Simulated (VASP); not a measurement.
Write the native input for VASP 6.6.1 that does the following.

```
Task                   : single point
Functional             : LDA
Potentials or basis    : VASP PAW LDA potentials, release 64 (Bi_d)
Cutoff                 : 520 eV
k mesh                 : 7 × 7 × 4
Occupations            : methfessel-paxton, width 0.05 eV
Spin                   : no spin polarisation
Dipole correction      : no
Further INCAR settings : ALGO = Normal; EDIFF = 1e-07; NBANDS = 22
```

The structure of Bi lies in POSCAR:

```
Bi
1.0
    3.2383762460      0.0000000000      0.0000000000
    0.0000000000      3.2216433200      0.0000000000
   -0.0804548793      0.0000000000      6.4438887882
Bi
2
Direct
    0.5442472500      0.0000000000      0.7495778900
    0.4557527500      0.0000000000      0.2504221100
```

These files were run (other wordings do the same):

INCAR

```
PREC = Accurate ; ENCUT = 520
EDIFF = 1E-7 ; ISMEAR = 1
SIGMA = 0.05 ; LREAL = F
LASPH = T ; NELM = 100
ALGO = Normal ; ISIF = 2
LWAVE = F ; LCHARG = F
NBANDS = 22
```

KPOINTS

```
Automatic mesh
0
Gamma
  7 7 4
```

Potentials or basis: VASP PAW LDA potentials, release 64 (Bi_d).

Launch:

```console
$ cat potpaw_LDA.64/Bi_d/POTCAR > POTCAR
$ mpirun -np 1 vasp_std > vasp.out
```

Results of the run:

```
Pressure               : -1.7 GPa
Largest force          : 0.007 eV/Å
Band gap on the k mesh : zero (bands 15 and 16 overlap by 6.05 eV)
```

Caveat: spin-orbit coupling is left out, which moves the levels of the heavy elements.

It took 24 s on 1 thread of Intel(R) Xeon(R) Platinum 8488C (Sapphire Rapids), with other jobs on the host, peak memory 0.18 GiB.
